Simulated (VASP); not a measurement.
# TiGeSb (P4/nmm) in VASP: further runs

The runs below take TiGeSb through single point, with LDA.

Everything below comes from runs of VASP 6.6.1. Logs are shortened: lines on timing, memory, paths and dates and some standing lists are left out, and cuts for length are marked.

### Step 1. The cell of the first run

Symmetry: P4/nmm, No. 129, tetragonal system. Conventional cell: a = 3.702 Å, b = 3.702 Å, c = 8.214 Å, α = 90.00°, β = 90.00°, γ = 90.00°. Ti (site symmetry 4mm) has 4 Ge at 2.76 Å and 5 Sb at 2.85 to 3.01 Å and 4 Ti at 3.70 Å within 3.8 Å. Ge (site symmetry -4m2) has 4 Ge at 2.62 Å and 4 Ti at 2.76 Å within 3.5 Å. Sb (site symmetry 4mm) has 5 Ti at 2.85 to 3.01 Å and 8 Sb at 3.23 to 3.70 Å and 4 Ge at 3.66 Å within 3.8 Å.

### Step 2. Single point, LDA

INCAR

```
SYSTEM = TiGeSb
PREC = Accurate ; ENCUT = 500
EDIFF = 1E-6 ; ISMEAR = 0
SIGMA = 0.15 ; LREAL = .False.
LASPH = .True. ; NELM = 120
ALGO = Normal ; ISIF = 2
LWAVE = .False. ; LCHARG = .False.
GGA = CA ; NBANDS = 40
GGA_COMPAT = .False.
```

KPOINTS

```
regular mesh
0
Gamma
  2 2 1
  0 0 0
```

POSCAR

```
TiGeSb
1.0
    3.7022000000      0.0000000000      0.0000000000
    0.0000000000      3.7022000000      0.0000000000
    0.0000000000      0.0000000000      8.2137000000
Ti Ge Sb
2 2 2
Direct
    0.5000000000      0.0000000000      0.2487500000
    1.0000000000      0.5000000000      0.7512500000
    1.0000000000      0.0000000000      0.0000000000
    0.5000000000      0.5000000000      0.0000000000
    0.5000000000      0.0000000000      0.6155600000
    1.0000000000      0.5000000000      0.3844400000
```

Potentials or basis: VASP PAW LDA potentials, release 64 (Ti_sv, Ge_d, Sb).

Command:

```sh
cat potpaw_LDA.64/Ti_sv/POTCAR potpaw_LDA.64/Ge_d/POTCAR potpaw_LDA.64/Sb/POTCAR > POTCAR
mpirun -np 1 vasp_std > vasp.out
```

OUTCAR:

```text
SYSTEM = TiGeSb
   PREC = Accurate
   ENCUT = 500
   EDIFF = 1E-6
   ISMEAR = 0
   LREAL = .False.
   LASPH = .True.
   NELM = 120
   ISIF = 2
   GGA = CA

 ion  position               nearest neighbor table
   1  0.500  0.000  0.249-   3 2.76   4 2.76   4 2.76   3 2.76   6 2.85   6 2.85   6 2.85   6 2.85
                             5 3.01
   2  0.000  0.500  0.751-   3 2.76   4 2.76   3 2.76   4 2.76   5 2.85   5 2.85   5 2.85   5 2.85
                             6 3.01
   3  0.000  0.000  0.000-   4 2.62   4 2.62   4 2.62   4 2.62   2 2.76   1 2.76   1 2.76   2 2.76

   4  0.500  0.500  0.000-   3 2.62   3 2.62   3 2.62   3 2.62   2 2.76   2 2.76   1 2.76   1 2.76

   5  0.500  0.000  0.616-   2 2.85   2 2.85   2 2.85   2 2.85   1 3.01   6 3.23   6 3.23   6 3.23
                             6 3.23
   6  0.000  0.500  0.384-   1 2.85   1 2.85   1 2.85   1 2.85   2 3.01   5 3.23   5 3.23   5 3.23
                             5 3.23

  LATTYP: Found a simple tetragonal cell.
 ALAT       =     3.7022000000
 C/A-ratio  =     2.2185997515

  Lattice vectors:

 A1 = (   3.7022000000,   0.0000000000,   0.0000000000)
 A2 = (   0.0000000000,   3.7022000000,   0.0000000000)
 A3 = (   0.0000000000,   0.0000000000,   8.2137000000)

Analysis of symmetry for initial positions (statically):
=====================================================================
 Subroutine PRICEL returns:
 Original cell was already a primitive cell.

 Routine SETGRP: Setting up the symmetry group for a
 simple tetragonal supercell.

 Subroutine GETGRP returns: Found 16 space group operations
 (whereof  8 operations were pure point group operations)
 out of a pool of 16 trial point group operations.

The static configuration has the point symmetry D_2d.
 The point group associated with its full space group is D_4h.

Analysis of symmetry for dynamics (positions and initial velocities):
=====================================================================
 Subroutine PRICEL returns:
 Original cell was already a primitive cell.

 Routine SETGRP: Setting up the symmetry group for a
 simple tetragonal supercell.

 Subroutine GETGRP returns: Found 16 space group operations
 (whereof  8 operations were pure point group operations)
 out of a pool of 16 trial point group operations.

The dynamic configuration has the point symmetry D_2d.
 The point group associated with its full space group is D_4h.

 Subroutine INISYM returns: Found 16 space group operations
 (whereof  8 operations are pure point group operations),
 and found     1 'primitive' translations

----------------------------------------------------------------------------------------

                                     Primitive cell

  volume of cell :     112.5793

  direct lattice vectors                    reciprocal lattice vectors
     3.702200000  0.000000000  0.000000000     0.270109665  0.000000000  0.000000000
     0.000000000  3.702200000  0.000000000     0.000000000  0.270109665  0.000000000
     0.000000000  0.000000000  8.213700000     0.000000000  0.000000000  0.121747812

  length of vectors
     3.702200000  3.702200000  8.213700000     0.270109665  0.270109665  0.121747812

  position of ions in fractional coordinates (direct lattice)
     0.500000000  0.000000000  0.248750000
     0.000000000  0.500000000  0.751250000
     0.000000000  0.000000000  0.000000000
     0.500000000  0.500000000  0.000000000
     0.500000000  0.000000000  0.615560000
     0.000000000  0.500000000  0.384440000

  ion indices of the primitive-cell ions
   primitive index   ion index
                 1           1
                 2           2
                 3           3
                 4           4
                 5           5
                 6           6

----------------------------------------------------------------------------------------

 KPOINTS: regular mesh

Automatic generation of k-mesh.
 Grid dimensions read from file:
 generate k-points for:    2    2    1

 Generating k-lattice:

  Cartesian coordinates                     Fractional coordinates (reciprocal lattice)
     0.135054832  0.000000000  0.000000000     0.500000000  0.000000000  0.000000000
     0.000000000  0.135054832  0.000000000     0.000000000  0.500000000  0.000000000
     0.000000000  0.000000000  0.121747812     0.000000000  0.000000000  1.000000000

  Length of vectors
     0.135054832  0.135054832  0.121747812

  Shift w.r.t. Gamma in fractional coordinates (k-lattice)
     0.000000000  0.000000000  0.000000000

 Subroutine IBZKPT returns following result:
 ===========================================

 Found      3 irreducible k-points:

 Following reciprocal coordinates:
            Coordinates               Weight
  0.000000  0.000000  0.000000      1.000000
  0.500000  0.000000  0.000000      2.000000
  0.500000  0.500000  0.000000      1.000000
   k-points           NKPTS =      3   k-points in BZ     NKDIM =      3   number of bands    NBANDS=     40
   number of dos      NEDOS =    301   number of ions     NIONS =      6
   total plane-waves  NPLWV =  47040
   dimension x,y,z NGX =    28 NGY =   28 NGZ =   60
   dimension x,y,z NGXF=    56 NGYF=   56 NGZF=  120
   ions per type =               2   2   2
   NGX,Y,Z   is equivalent  to a cutoff of  12.57, 12.57, 12.14 a.u.
   NGXF,Y,Z  is equivalent  to a cutoff of  25.15, 25.15, 24.29 a.u.
 SYSTEM =  TiGeSb
   PREC   = accura    normal or accurate (medium, high low for compatibility)
   ISTART =      0    job   : 0-new  1-cont  2-samecut
   ICHARG =      2    charge: 1-file 2-atom 10-const
   ISPIN  =      1    spin polarized calculation?
   LNONCOLLINEAR =      F non collinear calculations
   LSORBIT =      F    spin-orbit coupling
   LASPH  =      T    aspherical Exc in radial PAW
   ENCUT  =  500.0 eV  36.75 Ry    6.06 a.u.   6.75  6.75 14.98*2*pi/ulx,y,z
   NELM   =    120;   NELMIN=  2; NELMDL= -5     # of ELM steps
   EDIFF  = 0.1E-05   stopping-criterion for ELM
   LREAL  =      F    real-space projection
   EDIFFG = 0.1E-04   stopping-criterion for IOM
   NSW    =      0    number of steps for IOM
   IBRION =     -1    ionic relax: 0-MD 1-quasi-New 2-CG
   NFREE  =      0    steps in history (QN), initial steepest desc. (CG)
   ISIF   =      2    stress and relaxation
   ISYM   =      2    0-nonsym 1-usesym 2-fastsym
   POTIM  = 0.5000    time-step for ionic-motion
   TEBEG  =    0.0;   TEEND  =   0.0 temperature during run
   PSTRESS=    0.0 pullay stress
   NELECT =      62.0000    total number of electrons
   NUPDOWN=      -1.0000    fix difference up-down
   EMIN   =  10.00;   EMAX   =-10.00  energy-range for DOS
   EFERMI =   0.00;   METHOD = LEGACY
   ISMEAR =     0;   SIGMA  =   0.15  broadening in eV -4-tet -1-fermi 0-gaus
   EFERMI_NEDOS =   21; number of points for ismear=-14 and -15
   IALGO  =     38    algorithm
   IMIX   =      4    mixing-type and parameters
     AMIX     =   0.40;   BMIX     =  1.00
     AMIX_MAG =   1.60;   BMIX_MAG =  1.00
  volume/ion in A,a.u.               =      18.76       126.62
  Fermi-wavevector in a.u.,A,eV,Ry     =   1.341897  2.535818 24.499843  1.800688
  Thomas-Fermi vector in A             =   2.470094
   LORBIT       =      0    0 simple, 1 ext, 2 COOP (PROOUT), +10 PAW based schemes
   GGA     = CA    functional components
   LHFCALC =     F    Hartree Fock is set to
   AEXX    =    0.0000 exact exchange contribution
   IVDW    =     0    specifies the selected vdW correction
   LEPSILON=     F    determine dielectric tensor
   LRPA    =     F    only Hartree local field effects (RPA)
 non-spin polarized calculation
 Gauss-broadening in eV      SIGMA  =   0.15
  energy-cutoff  :      500.00
  volume of cell :      112.58
 maximum number of plane-waves:      2885
 NGX is ok and might be reduce to    28
   NGX = 13   NGY = 13   NGZ = 29

 number of electron      61.9999985 magnetization

 Free energy of the ion-electron system (eV)
  ---------------------------------------------------
  ext. energy  EPLUGINS =         0.00000000
  ---------------------------------------------------
  free energy    TOTEN  =       -38.81068124 eV

  energy without entropy =      -38.74060538  energy(sigma->0) =      -38.77564331

 E-fermi :   8.8790     XC(G=0): -11.6319

 val. band max:        8.8087906108   @ k =   0.5000   0.0000   0.0000
 cond. band min:       9.1069096161   @ k =   0.0000   0.0000   0.0000
 fundamental gap:      0.2981190053
 Fermi energy:         8.8790152819

 k-point     1 :       0.0000    0.0000    0.0000
  band No.  band energies     occupation
      1     -47.0397      2.00000
      2     -47.0395      2.00000
      3     -23.7196      2.00000
      4     -23.7196      2.00000
      5     -23.7194      2.00000
      6     -23.7192      2.00000
[... 32 lines left out ...]
     39      12.1779      0.00000
     40      12.4314      0.00000

 k-point     2 :       0.5000    0.0000    0.0000
  band No.  band energies     occupation
      1     -47.0374      2.00000
      2     -47.0374      2.00000
      3     -23.7592      2.00000
      4     -23.7592      2.00000
      5     -23.7147      2.00000
      6     -23.7147      2.00000
[... 32 lines left out ...]
     39      11.7679      0.00000
     40      11.7679      0.00000

 k-point     3 :       0.5000    0.5000    0.0000
  band No.  band energies     occupation
      1     -47.0352      2.00000
      2     -47.0352      2.00000
      3     -23.7537      2.00000
      4     -23.7537      2.00000
      5     -23.7513      2.00000
      6     -23.7513      2.00000
[... 32 lines left out ...]
     39      12.0655      0.00000
     40      12.0655      0.00000

------------------------ aborting loop because EDIFF is reached ----------------------------------------

  FORCE on cell =-STRESS in cart. coord.  units (eV):
  Direction    XX          YY          ZZ          XY          YZ          ZX
  --------------------------------------------------------------------------------------
  -------------------------------------------------------------------------------------
  Total       -2.3155075     -2.3155075     -4.9571636      0.0000000      0.0000000     -0.0000000
  in kB      -32.9532443    -32.9532443    -70.5480877      0.0000000      0.0000000     -0.0000000
  external PRESSURE =     -45.4848588 kB  Pullay stress =       0.0000000 kB

 VOLUME and BASIS-vectors are now :
 -----------------------------------------------------------------------------
  energy-cutoff  :      500.00
  volume of cell :      112.58
      direct lattice vectors                 reciprocal lattice vectors
     3.702200000  0.000000000  0.000000000     0.270109665  0.000000000  0.000000000
     0.000000000  3.702200000  0.000000000     0.000000000  0.270109665  0.000000000
     0.000000000  0.000000000  8.213700000     0.000000000  0.000000000  0.121747812

 POSITION                                       TOTAL-FORCE (eV/Angst)
 -----------------------------------------------------------------------------------
      1.85110      0.00000      2.04316         0.000000     -0.000000     -0.292445
      0.00000      1.85110      6.17054        -0.000000      0.000000      0.292445
      0.00000      0.00000      0.00000        -0.000000      0.000000     -0.000000
      1.85110      1.85110      0.00000         0.000000     -0.000000     -0.000000
      1.85110      0.00000      5.05603        -0.000000     -0.000000      0.566076
      0.00000      1.85110      3.15767         0.000000      0.000000     -0.566076
 -----------------------------------------------------------------------------------
    total drift:                                0.000000      0.000000      0.000000

  FREE ENERGIE OF THE ION-ELECTRON SYSTEM (eV)
  ---------------------------------------------------
  free  energy   TOTEN  =       -38.8106812444 eV

  energy  without entropy=      -38.7406053813  energy(sigma->0) =      -38.77564331
```

It took 22 s on 1 thread of Intel Xeon 8259CL, shared host; peak memory 0.18 GiB.

Results:

```
Free energy            : -38.8107 eV
Pressure               : -4.5 GPa
Largest force          : 0.566 eV/Å
Band gap on the k mesh : zero (bands 31 and 32 overlap by 1.79 eV)
```

Forces on the atoms (eV/Å):
```
Ti   0.000  0.000 -0.292
Ti   0.000  0.000  0.292
Ge   0.000  0.000  0.000
Ge   0.000  0.000  0.000
Sb   0.000  0.000  0.566
Sb   0.000  0.000 -0.566
```

Levels at points of the mesh, in eV from the Fermi level:
| k point | band 30 | band 31 | band 32 | band 33 | band 34 | band 35 |
| --- | --- | --- | --- | --- | --- | --- |
| (0.00, 0.00, 0.00) | 0.23 | 0.51 | 0.51 | 0.72 | 1.29 | 1.34 |
| (0.50, 0.00, 0.00) | -1.02 | -0.07 | -0.07 | 1.71 | 1.71 | 2.10 |
| (0.50, 0.50, 0.00) | -2.15 | -1.28 | -1.28 | 1.98 | 1.98 | 2.19 |

Caveat: the k points lie up to 0.85 Å⁻¹ apart, too coarse for converged energies and pressures of a metal; spin-orbit coupling is left out, which moves the levels of the heavy elements.

### Step 3. Single point, LDA

INCAR

```
SYSTEM = TiGeSb
PREC     = Accurate       ! precision mode
ENCUT    = 500            ! plane-wave cutoff, eV
EDIFF    = 1E-6           ! SCF threshold, eV
ISMEAR   = 0              ! smearing method
SIGMA    = 0.15           ! smearing width, eV
LREAL    = .FALSE.        ! projectors in reciprocal space
LASPH    = .TRUE.         ! aspherical terms in the spheres
NELM     = 120            ! most SCF steps
ALGO     = Normal         ! electronic algorithm
ISIF     = 2              ! what is computed and relaxed
LWAVE    = .FALSE.        ! write WAVECAR
LCHARG   = .FALSE.        ! write CHGCAR
GGA      = CA             ! functional
NBANDS   = 40             ! bands
GGA_COMPAT= .FALSE.
```

KPOINTS

```
regular mesh
0
G
  3 3 2
  0 0 0
```

POSCAR is that of step 2.

Potentials or basis: VASP PAW LDA potentials, release 64 (Ti_sv, Ge_d, Sb).

Command:

```sh
cat potpaw_LDA.64/Ti_sv/POTCAR potpaw_LDA.64/Ge_d/POTCAR potpaw_LDA.64/Sb/POTCAR > POTCAR
mpirun -np 1 vasp_std > vasp.out
```

Wall time 50 s (1 thread of Intel Xeon 8259CL, shared host); peak memory 0.18 GiB.

It converged, with:

- Free energy: -40.2550 eV
- Pressure: -5.1 GPa
- Largest force: 0.546 eV/Å
- Band gap on the k mesh: zero (bands 31 and 32 overlap by 1.54 eV)

Forces in eV/Å, atoms in the order of the input:
```
Ti   0.000  0.000 -0.251
Ti   0.000  0.000  0.251
Ge   0.000  0.000  0.000
Ge   0.000  0.000  0.000
Sb   0.000  0.000  0.546
Sb   0.000  0.000 -0.546
```

Stress tensor (GPa, compression positive):
```
-4.86  0.00  0.00
 0.00 -4.86  0.00
 0.00  0.00 -5.72
```

Levels at points of the mesh, in eV from the Fermi level:
```csv
k point,band 26,band 27,band 28,band 29,band 30,band 31,band 32,band 33,band 34,band 35
"(0.00, 0.00, 0.00)",-2.16,-1.28,-1.28,-0.95,0.35,0.58,0.58,0.85,1.32,1.36
"(0.00, 0.00, 0.50)",-1.41,-1.41,-1.07,-1.05,0.26,0.91,1.10,1.11,1.11,1.33
```

Caveat: the k points lie up to 0.57 Å⁻¹ apart, too coarse for converged energies and pressures of a metal; spin-orbit coupling is left out, which moves the levels of the heavy elements.

(Part 1 of 2 ends here.)

The gap in the log of VASP goes by the Fermi energy; the results here count the filled bands.